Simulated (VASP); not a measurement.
BN: G0W0 quasiparticle levels with PBE

The system is BN.

```xyz
2
Lattice="0.0000 1.8080 1.8080 1.8080 0.0000 1.8080 1.8080 1.8080 0.0000" Properties=species:S:1:pos:R:3 pbc="T T T"
B     0.0000    0.0000    0.0000
N     0.9040    0.9040    0.9040
```

```json
{"Program": "VASP 6.6.1", "Task": "G0W0 quasiparticle levels", "Functional": "PBE", "Potentials or basis": "VASP PAW PBE potentials, release 64 (B_GW, N_GW)", "Cutoff": "500 eV", "k mesh": "2 × 2 × 2", "Occupations": "gaussian, width 0.01 eV", "Spin": "no spin polarisation", "Dipole correction": "no", "GW scheme": "G0W0", "GW iterations": "1", "Cutoff of the response function": "200", "Frequency points": "48", "Empty bands": "227", "Further INCAR settings": "ALGO = EVGW0; EDIFF = 1e-08; NBANDS = 231"}
```

```
Band gap on the k mesh, mean-field level : 4.09 eV, indirect (least direct gap 8.39 eV)
Quasiparticle gap                        : 5.24 eV
Least direct quasiparticle gap           : 10.22 eV
```

Levels at points of the mesh, in eV from the valence-band top:
| k point | band 1 | band 2 | band 3 | band 4 | band 5 | band 6 | band 7 | band 8 |
| --- | --- | --- | --- | --- | --- | --- | --- | --- |
| (0.00, 0.00, 0.00) | -20.45 | 0.00 | 0.00 | 0.00 | 8.39 | 8.39 | 8.39 | 10.22 |
| (0.50, 0.00, 0.00) | -16.14 | -10.98 | -2.03 | -2.03 | 9.86 | 10.33 | 10.33 | 15.14 |
| (0.50, 0.50, 0.00) | -14.74 | -9.17 | -5.08 | -5.08 | 4.09 | 8.80 | 17.76 | 17.76 |

It used 5.1 s of CPU time on 1 thread of Intel Xeon 6975P-C, with other jobs on the host.

Caveat: the k points lie up to 1.50 Å⁻¹ apart; bands, screening cutoff and mesh are small and nothing is extrapolated, so the quasiparticle values aren't converged. A k mesh can miss the band edges.
